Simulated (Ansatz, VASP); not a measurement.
# InSb3 in VASP and in Ansatz

Contents of INCAR:

```
SYSTEM = InSb3
ALGO     = Fast           ! electronic algorithm
EDIFF    = 1E-6           ! SCF threshold, eV
ENCUT    = 520            ! plane-wave cutoff, eV
GGA      = PE             ! functional
ISIF     = 2              ! what is computed and relaxed
ISMEAR   = 0              ! smearing method
IVDW     = 12             ! dispersion correction
LASPH    = .True.         ! aspherical terms in the spheres
LCHARG   = .True.         ! write CHGCAR
LELF     = .True.         ! ELF
LREAL    = .False.        ! projectors in reciprocal space
LVHAR    = .True.       
LWAVE    = .False.        ! write WAVECAR
NBANDS   = 38             ! bands
NELM     = 100            ! most SCF steps
PREC     = Accurate       ! precision mode
SIGMA    = 0.15           ! smearing width, eV
```

Contents of KPOINTS:

```
k-points
0
Gamma
  10 8 8
  0 0 0
```

The input POSCAR:

```
InSb3
1.0
   -4.7333130259      0.0000000000      0.0000000000
    0.0000000000      4.7333130259      4.7333130259
    0.0000000000      4.7333130259     -4.7333130259
In Sb
2 6
Direct
    1.0000000000      0.0000000000      0.0000000000
    1.0000000000      0.5000000000      0.5000000000
    0.5000000000      0.2658451384      0.7658451384
    0.5000000000      0.7341548616      0.2341548616
    0.0000000000      0.5000000000      0.0000000000
    0.0000000000      0.0000000000      0.5000000000
    0.5000000000      0.7658451384      0.7341548616
    0.5000000000      0.2341548616      0.2658451384
```

Input for Ansatz:

```yaml
crystal:
  lattice:
    - [-4.7333130259, 0.0, 0.0]
    - [0.0, 4.7333130259, 4.7333130259]
    - [0.0, 4.7333130259, -4.7333130259]
  atoms:
    - { symbol: In, position: [1.0, 0.0, 0.0] }
    - { symbol: In, position: [1.0, 0.5, 0.5] }
    - { symbol: Sb, position: [0.5, 0.2658451384, 0.7658451384] }
    - { symbol: Sb, position: [0.5, 0.7341548616, 0.2341548616] }
    - { symbol: Sb, position: [0.0, 0.5, 0.0] }
    - { symbol: Sb, position: [0.0, 0.0, 0.5] }
    - { symbol: Sb, position: [0.5, 0.7658451384, 0.7341548616] }
    - { symbol: Sb, position: [0.5, 0.2341548616, 0.2658451384] }
basis:
  ecutwfc: 420
kpoints:
  mp_grid: { grid: [10, 8, 8] }
hamiltonian:
  xc: pbe
  dispersion: d3bj
scf:
  occupations: { method: gaussian, width: 0.15 }
output:
  forces: true
  stress: true
  eigenvalues: true
  write_density: true
  write_potential: true
  elf: true
  volumetric_format: npy
```

Change from the starting cell: mode 1 (-27.8 1/cm) frozen in, largest displacement +0.150 Å.

Alike in both runs: task single point; functional PBE; dispersion D3(BJ); k mesh 10 × 8 × 8; occupations gaussian, width 0.15 eV; no spin polarisation.

|  | VASP | Ansatz |
| --- | --- | --- |
| version | VASP 6.6.1 | Ansatz 0.2.0 |
| potentials or method | VASP PAW PBE potentials, release 64 (In_d, Sb), cutoff 520 eV | scalar-relativistic, plane waves, PAW |
| valence electrons in the cell | 56 | 116 |

```tsv
	VASP	Ansatz	Ansatz less VASP
gap on the k mesh at the Fermi level (eV)	none	none	-
pressure (GPa)	0.0	0.1	+0.09
traceless stress, the component that is largest in VASP (GPa)	0.39	0.39	-0.004
rms of the force components (eV/Å)	0.006	0.005	-0.0003
```

Atom by atom the forces differ by 0.000 eV/Å (rms over components). A gap of «none» marks a metal or a gap that the smearing closes. VASP's potentials hold 56 valence electrons a cell and Ansatz's 116, so a difference there can come from the potentials and not from the codes.

Spin-orbit coupling is off throughout.
